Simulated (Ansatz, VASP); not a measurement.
# One calculation of CO2, two programs

```
CELL_PARAMETERS angstrom
5.62000 0.00000 0.00000
0.00000 5.62000 0.00000
0.00000 0.00000 5.62000
ATOMIC_POSITIONS crystal
C 0.00000 0.00000 0.00000
C 0.50000 0.00000 0.50000
C 0.50000 0.50000 0.00000
C 0.00000 0.50000 0.50000
O 0.10800 0.10800 0.10800
O 0.39200 0.89200 0.60800
O 0.60800 0.39200 0.89200
O 0.89200 0.60800 0.39200
O 0.89200 0.89200 0.89200
O 0.60800 0.10800 0.39200
O 0.39200 0.60800 0.10800
O 0.10800 0.39200 0.60800
```

Alike in both runs: task relaxation of the atoms; functional PBE; k mesh 4 × 4 × 4; occupations fermi-dirac, width 0.02 eV; no spin polarisation.

```csv
,VASP,Ansatz
version,VASP 6.6.1,Ansatz 0.2.0
potentials or method,"VASP PAW PBE potentials, release 64 (C, O)","plane-wave PAW, scalar-relativistic"
plane-wave cutoff (eV),520,420
valence electrons in the cell,64,64
```

|  | VASP | Ansatz | Ansatz less VASP |
| --- | --- | --- | --- |
| gap on the k mesh at the Fermi level, each at its own relaxed structure (eV) | 6.71 | 6.79 | +0.078 |

Ansatz's warnings: stress scf threshold loose.

Noted on VASP's run: the standard files for N, O and F lose accuracy on very short bonds.
